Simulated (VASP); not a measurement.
# Li2S (Fm-3m) in VASP: settings compared

Aim: see how the results for Li2S move with the level of theory and the settings. Levels: LDA, r2SCAN. Tasks: single point.

All numbers are computed with VASP 6.6.1; they aren't measurements. Logs are shortened: lines on timing, memory, paths and dates and some standing lists are left out, and cuts for length are marked.

## 1. The cell of the first run

Symmetry: Fm-3m, No. 225, cubic system. The conventional cell has a = 5.691 Å, b = 5.691 Å, c = 5.691 Å, α = 90.00°, β = 90.00°, γ = 90.00°. S (site symmetry m-3m) has 8 Li at 2.46 Å within 3.3 Å. Li (site symmetry -43m) has 4 S at 2.46 Å and 6 Li at 2.85 Å within 3.3 Å.

## 2. Single point, LDA

The input, INCAR:

```
SYSTEM = Li2S
ALGO     = Normal         ! electronic algorithm
EDIFF    = 1E-6           ! SCF threshold, eV
ENCUT    = 750            ! plane-wave cutoff, eV
GGA      = CA             ! functional
GGA_COMPAT= .False.      
ISIF     = 2              ! what is computed and relaxed
ISMEAR   = 0              ! smearing method
LASPH    = .True.         ! aspherical terms in the spheres
LCHARG   = .False.        ! write CHGCAR
LREAL    = .False.        ! projectors in reciprocal space
LWAVE    = .False.        ! write WAVECAR
NBANDS   = 13             ! bands
NELM     = 120            ! most SCF steps
PREC     = Accurate       ! precision mode
SIGMA    = 0.01           ! smearing width, eV
```

The input, KPOINTS:

```
k-points
0
Gamma
  8 8 8
  0 0 0
```

The input, POSCAR:

```
Li2S
1.0
    0.0000000000      2.8452943326      2.8452943326
    2.8452943326      0.0000000000      2.8452943326
    2.8452943326      2.8452943326      0.0000000000
S Li
1 2
Direct
    0.0000000000      0.0000000000      0.0000000000
    0.2500000000      0.2500000000      0.2500000000
    0.7500000000      0.7500000000      0.7500000000
```

Potentials or basis: VASP PAW LDA potentials, release 64 (S, Li_sv).

Launch:

```bash
cat potpaw_LDA.64/S/POTCAR potpaw_LDA.64/Li_sv/POTCAR > POTCAR
mpirun -np 1 vasp_std > vasp.out
```

OUTCAR:

```text
SYSTEM = Li2S
   EDIFF = 1E-6
   ENCUT = 750
   GGA = CA
   ISIF = 2
   ISMEAR = 0
   LASPH = .True.
   LREAL = .False.
   NELM = 120
   PREC = Accurate

 ion  position               nearest neighbor table
   1  0.000  0.000  0.000-   3 2.46   3 2.46   3 2.46   2 2.46   3 2.46   2 2.46   2 2.46   2 2.46

   2  0.250  0.250  0.250-   1 2.46   1 2.46   1 2.46   1 2.46
   3  0.750  0.750  0.750-   1 2.46   1 2.46   1 2.46   1 2.46

  LATTYP: Found a face centered cubic cell.
 ALAT       =     5.6905886652

  Lattice vectors:

 A1 = (   0.0000000000,   2.8452943326,   2.8452943326)
 A2 = (   2.8452943326,   0.0000000000,   2.8452943326)
 A3 = (   2.8452943326,   2.8452943326,   0.0000000000)

Analysis of symmetry for initial positions (statically):
=====================================================================
 Subroutine PRICEL returns:
 Original cell was already a primitive cell.

 Routine SETGRP: Setting up the symmetry group for a
 face centered cubic supercell.

 Subroutine GETGRP returns: Found 48 space group operations
 (whereof 48 operations were pure point group operations)
 out of a pool of 48 trial point group operations.

The static configuration has the point symmetry O_h .

Analysis of symmetry for dynamics (positions and initial velocities):
=====================================================================
 Subroutine PRICEL returns:
 Original cell was already a primitive cell.

 Routine SETGRP: Setting up the symmetry group for a
 face centered cubic supercell.

 Subroutine GETGRP returns: Found 48 space group operations
 (whereof 48 operations were pure point group operations)
 out of a pool of 48 trial point group operations.

The dynamic configuration has the point symmetry O_h .

 Subroutine INISYM returns: Found 48 space group operations
 (whereof 48 operations are pure point group operations),
 and found     1 'primitive' translations

----------------------------------------------------------------------------------------

                                     Primitive cell

  volume of cell :      46.0693

  direct lattice vectors                    reciprocal lattice vectors
     0.000000000  2.845294333  2.845294333    -0.175728744  0.175728744  0.175728744
     2.845294333  0.000000000  2.845294333     0.175728744 -0.175728744  0.175728744
     2.845294333  2.845294333  0.000000000     0.175728744  0.175728744 -0.175728744

  length of vectors
     4.023853834  4.023853834  4.023853834     0.304371113  0.304371113  0.304371113

  position of ions in fractional coordinates (direct lattice)
     0.000000000  0.000000000  0.000000000
     0.250000000  0.250000000  0.250000000
     0.750000000  0.750000000  0.750000000

  ion indices of the primitive-cell ions
   primitive index   ion index
                 1           1
                 2           2
                 3           3

----------------------------------------------------------------------------------------

 KPOINTS: k-points

Automatic generation of k-mesh.
 Grid dimensions read from file:
 generate k-points for:    8    8    8

 Generating k-lattice:

  Cartesian coordinates                     Fractional coordinates (reciprocal lattice)
    -0.021966093  0.021966093  0.021966093     0.125000000  0.000000000  0.000000000
     0.021966093 -0.021966093  0.021966093     0.000000000  0.125000000  0.000000000
     0.021966093  0.021966093 -0.021966093     0.000000000  0.000000000  0.125000000

  Length of vectors
     0.038046389  0.038046389  0.038046389

  Shift w.r.t. Gamma in fractional coordinates (k-lattice)
     0.000000000  0.000000000  0.000000000

 Subroutine IBZKPT returns following result:
 ===========================================

 Found     29 irreducible k-points:

 Following reciprocal coordinates:
            Coordinates               Weight
  0.000000  0.000000  0.000000      1.000000
  0.125000  0.000000  0.000000      8.000000
  0.250000  0.000000  0.000000      8.000000
  0.375000  0.000000  0.000000      8.000000
  0.500000  0.000000  0.000000      4.000000
  0.125000  0.125000  0.000000      6.000000
[... 16 lines left out ...]
  0.500000  0.250000  0.125000     48.000000
 -0.375000  0.250000  0.125000     24.000000
 [... further k-points ...]
   k-points           NKPTS =     29   k-points in BZ     NKDIM =     29   number of bands    NBANDS=     13
   number of dos      NEDOS =    301   number of ions     NIONS =      3
   total plane-waves  NPLWV =  46656
   dimension x,y,z NGX =    36 NGY =   36 NGZ =   36
   dimension x,y,z NGXF=    72 NGYF=   72 NGZF=   72
   ions per type =               1   2
   NGX,Y,Z   is equivalent  to a cutoff of  14.87, 14.87, 14.87 a.u.
   NGXF,Y,Z  is equivalent  to a cutoff of  29.75, 29.75, 29.75 a.u.
 SYSTEM =  Li2S
   PREC   = accura    normal or accurate (medium, high low for compatibility)
   ISTART =      0    job   : 0-new  1-cont  2-samecut
   ICHARG =      2    charge: 1-file 2-atom 10-const
   ISPIN  =      1    spin polarized calculation?
   LNONCOLLINEAR =      F non collinear calculations
   LSORBIT =      F    spin-orbit coupling
   LASPH  =      T    aspherical Exc in radial PAW
   ENCUT  =  750.0 eV  55.12 Ry    7.42 a.u.   8.99  8.99  8.99*2*pi/ulx,y,z
   NELM   =    120;   NELMIN=  2; NELMDL= -5     # of ELM steps
   EDIFF  = 0.1E-05   stopping-criterion for ELM
   LREAL  =      F    real-space projection
   EDIFFG = 0.1E-04   stopping-criterion for IOM
   NSW    =      0    number of steps for IOM
   IBRION =     -1    ionic relax: 0-MD 1-quasi-New 2-CG
   NFREE  =      0    steps in history (QN), initial steepest desc. (CG)
   ISIF   =      2    stress and relaxation
   ISYM   =      2    0-nonsym 1-usesym 2-fastsym
   POTIM  = 0.5000    time-step for ionic-motion
   TEBEG  =    0.0;   TEEND  =   0.0 temperature during run
   PSTRESS=    0.0 pullay stress
   NELECT =      12.0000    total number of electrons
   NUPDOWN=      -1.0000    fix difference up-down
   EMIN   =  10.00;   EMAX   =-10.00  energy-range for DOS
   EFERMI =   0.00;   METHOD = LEGACY
   ISMEAR =     0;   SIGMA  =   0.01  broadening in eV -4-tet -1-fermi 0-gaus
   EFERMI_NEDOS =   21; number of points for ismear=-14 and -15
   IALGO  =     38    algorithm
   IMIX   =      4    mixing-type and parameters
     AMIX     =   0.40;   BMIX     =  1.00
     AMIX_MAG =   1.60;   BMIX_MAG =  1.00
  volume/ion in A,a.u.               =      15.36       103.63
  Fermi-wavevector in a.u.,A,eV,Ry     =   1.045518  1.975742 14.872627  1.093107
  Thomas-Fermi vector in A             =   2.180317
   LORBIT       =      0    0 simple, 1 ext, 2 COOP (PROOUT), +10 PAW based schemes
   GGA     = CA    functional components
   LHFCALC =     F    Hartree Fock is set to
   AEXX    =    0.0000 exact exchange contribution
   IVDW    =     0    specifies the selected vdW correction
   LEPSILON=     F    determine dielectric tensor
   LRPA    =     F    only Hartree local field effects (RPA)
 non-spin polarized calculation
 Gauss-broadening in eV      SIGMA  =   0.01
  energy-cutoff  :      750.00
  volume of cell :       46.07
 maximum number of plane-waves:      2180
   NGX = 17   NGY = 17   NGZ = 17

 number of electron      11.9999998 magnetization

 Free energy of the ion-electron system (eV)
  ---------------------------------------------------
  ext. energy  EPLUGINS =         0.00000000
  ---------------------------------------------------
  free energy    TOTEN  =       -12.98822189 eV

  energy without entropy =      -12.98822189  energy(sigma->0) =      -12.98822189

 E-fermi :   1.4873     XC(G=0):  -8.8370

 val. band max:        1.4066089954   @ k =   0.0000   0.0000   0.0000
 cond. band min:       4.5738232179   @ k =   0.5000   0.5000   0.0000
 fundamental gap:      3.1672142225
 Fermi energy:         1.4873289279

 k-point     1 :       0.0000    0.0000    0.0000
  band No.  band energies     occupation
      1     -41.7839      2.00000
      2     -41.7349      2.00000
      3      -9.5784      2.00000
      4       1.4066      2.00000
      5       1.4066      2.00000
      6       1.4066      2.00000
      7       5.4903      0.00000
      8       7.4251      0.00000
      9       7.4251      0.00000
     10       7.4251      0.00000
     11      12.5394      0.00000
     12      12.5394      0.00000
     13      13.5577      0.00000

 k-point     2 :       0.1250    0.0000    0.0000
  band No.  band energies     occupation
      1     -41.7819      2.00000
      2     -41.7367      2.00000
      3      -9.5212      2.00000
      4       0.7876      2.00000
      5       1.3146      2.00000
      6       1.3146      2.00000
      7       5.9251      0.00000
      8       7.6639      0.00000
      9       7.6639      0.00000
     10       7.7934      0.00000
     11      11.4916      0.00000
     12      11.4916      0.00000
     13      13.7240      0.00000

 k-point     3 :       0.2500    0.0000    0.0000
  band No.  band energies     occupation
      1     -41.7763      2.00000
      2     -41.7416      2.00000
      3      -9.3741      2.00000
      4      -0.3302      2.00000
      5       1.1165      2.00000
      6       1.1165      2.00000
      7       6.5929      0.00000
      8       7.9955      0.00000
      9       7.9955      0.00000
     10       8.6553      0.00000
     11      11.1045      0.00000
     12      11.1045      0.00000
     13      14.2145      0.00000
[... 305 lines left out ...]
 k-point    23 :       0.5000    0.2500    0.1250
  band No.  band energies     occupation
      1     -41.7659      2.00000
      2     -41.7509      2.00000
      3      -9.1299      2.00000
      4      -1.0022      2.00000
      5       0.1463      2.00000
      6       0.6201      2.00000
      7       6.9516      0.00000
      8       7.9980      0.00000
      9       9.2442      0.00000
     10       9.6750      0.00000
     11      11.2312      0.00000
     12      13.5828      0.00000
     13      15.1367      0.00000

 k-point    24 :      -0.3750    0.2500    0.1250
  band No.  band energies     occupation
      1     -41.7583      2.00000
      2     -41.7583      2.00000
      3      -9.0713      2.00000
      4      -1.2398      2.00000
      5       0.1288      2.00000
      6       0.4668      2.00000
      7       7.0956      0.00000
      8       7.8627      0.00000
      9       9.5920      0.00000
     10      10.2526      0.00000
     11      11.5779      0.00000
     12      12.8512      0.00000
     13      14.6982      0.00000

 [... further k-points ...]
[... 5 lines left out ...]
  --------------------------------------------------------------------------------------
  -------------------------------------------------------------------------------------
  Total       -0.7916116     -0.7916116     -0.7916116      0.0000000      0.0000000     -0.0000000
  in kB      -27.5303139    -27.5303139    -27.5303139      0.0000000      0.0000000     -0.0000000
  external PRESSURE =     -27.5303139 kB  Pullay stress =       0.0000000 kB

 VOLUME and BASIS-vectors are now :
 -----------------------------------------------------------------------------
  energy-cutoff  :      750.00
  volume of cell :       46.07
      direct lattice vectors                 reciprocal lattice vectors
     0.000000000  2.845294333  2.845294333    -0.175728744  0.175728744  0.175728744
     2.845294333  0.000000000  2.845294333     0.175728744 -0.175728744  0.175728744
     2.845294333  2.845294333  0.000000000     0.175728744  0.175728744 -0.175728744

 POSITION                                       TOTAL-FORCE (eV/Angst)
 -----------------------------------------------------------------------------------
      0.00000      0.00000      0.00000         0.000000      0.000000      0.000000
      1.42265      1.42265      1.42265         0.000000      0.000000      0.000000
      4.26794      4.26794      4.26794        -0.000000     -0.000000     -0.000000
 -----------------------------------------------------------------------------------
    total drift:                                0.000000      0.000000      0.000000

  FREE ENERGIE OF THE ION-ELECTRON SYSTEM (eV)
  ---------------------------------------------------
  free  energy   TOTEN  =       -12.9882218874 eV

  energy  without entropy=      -12.9882218874  energy(sigma->0) =      -12.98822189
```

It took 14 s on 1 thread of Intel Xeon Platinum 8488C (Sapphire Rapids), shared host; peak memory 0.17 GiB.

What came out:

| Item | Value |
| --- | --- |
| Free energy | -12.9882 eV |
| Pressure | -2.8 GPa |
| Band gap on the k mesh | 3.17 eV, indirect (least direct gap 4.08 eV) |

Levels at points of the mesh, in eV from the valence-band top:
```
           k point  band 4  band 5  band 6  band 7  band 8  band 9
(0.00, 0.00, 0.00)    0.00    0.00    0.00    4.08    6.02    6.02
(0.50, 0.00, 0.00)   -2.95   -0.53   -0.53    5.94    6.38    6.38
(0.50, 0.50, 0.00)   -2.20   -1.47   -1.47    3.17    6.98   10.85
```

## 3. Single point, r2SCAN

POSCAR is that of step 2.

The input, INCAR.step1:

```
PREC = Accurate ; ENCUT = 830
ISMEAR = -1 ; SIGMA = 0.02
LREAL = F ; LASPH = T
NELM = 120 ; NBANDS = 13
GGA = PE ; ALGO = Normal
EDIFF = 1E-5 ; LWAVE = T
LCHARG = F ; GGA_COMPAT = F
```

The input, INCAR.step2:

```
PREC = Accurate ; ENCUT = 830
EDIFF = 1E-6 ; ISMEAR = -1
SIGMA = 0.02 ; LREAL = F
LASPH = T ; NELM = 120
ALGO = Normal ; ISIF = 2
LWAVE = F ; LCHARG = F
METAGGA = R2SCAN ; LMIXTAU = T
NBANDS = 13 ; ISTART = 1
GGA_COMPAT = F
```

The input, KPOINTS:

```
regular mesh
0
Gamma
  8 8 8
```

Potentials or basis: VASP PAW PBE potentials, release 64 (S, Li_sv).

Launch:

```bash
cat potpaw_PBE.64/S/POTCAR potpaw_PBE.64/Li_sv/POTCAR > POTCAR
cp INCAR.step1 INCAR
mpirun -np 1 vasp_std > vasp.out
cp INCAR.step2 INCAR
mpirun -np 1 vasp_std > vasp.out
```

Wall time 2.3 min (1 thread of Intel Xeon Platinum 8488C (Sapphire Rapids), shared host); peak memory 0.25 GiB.

The run converged. Its results:

```yaml
Free_energy: -17.3840 eV
Pressure: -0.2 GPa
Band_gap_on_the_k_mesh: 3.86 eV, indirect (least direct gap 5.05 eV)
```

Levels at points of the mesh, in eV from the valence-band top:
| k point | band 4 | band 5 | band 6 | band 7 | band 8 | band 9 |
| --- | --- | --- | --- | --- | --- | --- |
| (0.00, 0.00, 0.00) | 0.00 | 0.00 | 0.00 | 5.05 | 6.91 | 6.91 |
| (0.50, 0.00, 0.00) | -2.89 | -0.51 | -0.51 | 6.98 | 7.19 | 7.19 |
| (0.50, 0.50, 0.00) | -2.16 | -1.44 | -1.44 | 3.86 | 7.90 | 12.16 |

Caveat: the PAW data sets were made with another functional, which shifts forces and pressure a little. A k mesh can miss the band edges.
